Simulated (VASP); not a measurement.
Here is a VASP 6.6.1 calculation.

Contents of POSCAR:

```
W
1.0
    0.0000000000      2.0284645124      2.0284645124
    2.0284645124      0.0000000000      2.0284645124
    2.0284645124      2.0284645124      0.0000000000
W
1
Direct
    0.0000000000      0.0000000000      0.0000000000
```

File INCAR.step1:

```
SYSTEM = W
ALGO = Normal ; EDIFF = 1E-4
ENCUT = 520 ; GGA = PE
ISMEAR = 0 ; LASPH = .TRUE.
LCHARG = .FALSE. ; LREAL = .FALSE.
LWAVE = .TRUE. ; NBANDS = 13
NELM = 100 ; PREC = Accurate
SIGMA = 0.1
```

File INCAR.step2:

```
SYSTEM = W
ALGO = Normal ; EDIFF = 1E-6
ENCUT = 520 ; ISIF = 2
ISMEAR = 0 ; ISTART = 1
LASPH = .TRUE. ; LCHARG = .FALSE.
LMIXTAU = .TRUE. ; LREAL = .FALSE.
LWAVE = .FALSE. ; METAGGA = R2SCAN
NBANDS = 13 ; NELM = 100
PREC = Accurate ; SIGMA = 0.1
```

The input KPOINTS:

```
k-points
0
G
  18 18 18
  0 0 0
```

Potentials or basis: VASP PAW PBE potentials, release 64 (W_sv).

Command:

```sh
$ cat potpaw_PBE.64/W_sv/POTCAR > POTCAR
$ cp INCAR.step1 INCAR
$ mpirun -np 1 vasp_std > vasp.out
$ cp INCAR.step2 INCAR
$ mpirun -np 1 vasp_std > vasp.out
```

Question: What does it give for the band gap on the k mesh?

Answer: Zero (band 7 reaches 13.02 eV, above the bottom of band 8 at 9.54 eV).

Question: Estimate the pressure.

Answer: -7.5 GPa.

Caveat: the PAW data sets were made with another functional, which shifts forces and pressure a little; spin-orbit coupling is left out, which moves the levels of the heavy elements.
